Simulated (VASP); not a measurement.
Here is a VASP 6.6.1 calculation.

INCAR

```
ALGO = Normal ; EDIFF = 1E-7
ENCUT = 520 ; GGA = PS
ISIF = 2 ; ISMEAR = -1
ISPIN = 2 ; IVDW = 12
LASPH = True ; LCHARG = False
LMAXMIX = 4 ; LORBIT = 11
LREAL = False ; LWAVE = False
MAGMOM = 2 0 ; NBANDS = 18
NELM = 150 ; PREC = Accurate
SIGMA = 0.05
```

The input KPOINTS:

```
k-points
0
Gamma
  12 12 12
```

POSCAR

```
CoO
1.0
   -1.5080000000      1.5080000000      2.1072475377
    1.5080000000     -1.5080000000      2.1072475377
    1.5080000000      1.5080000000     -2.1072475377
Co O
1 1
Direct
    0.0000000000      0.0000000000      0.0000000000
    0.5000000000      0.5000000000      0.0000000000
```

Potentials or basis: VASP PAW PBE potentials, release 64 (Co, O).

Run with:

```console
$ cat potpaw_PBE.64/Co/POTCAR potpaw_PBE.64/O/POTCAR > POTCAR
$ mpirun -np 1 vasp_std > vasp.out
```

**Question.** Predict the pressure.

**Answer.** 32.2 GPa.

**Question.** Estimate the net moment.

**Answer.** 2.92 μB per cell.

Caveat: three body term missing; the cell stands under pressure; the PAW data sets were made with another functional, which shifts forces and pressure a little; a cell with one magnetic atom can't hold antiferromagnetic order, which such compounds often take.
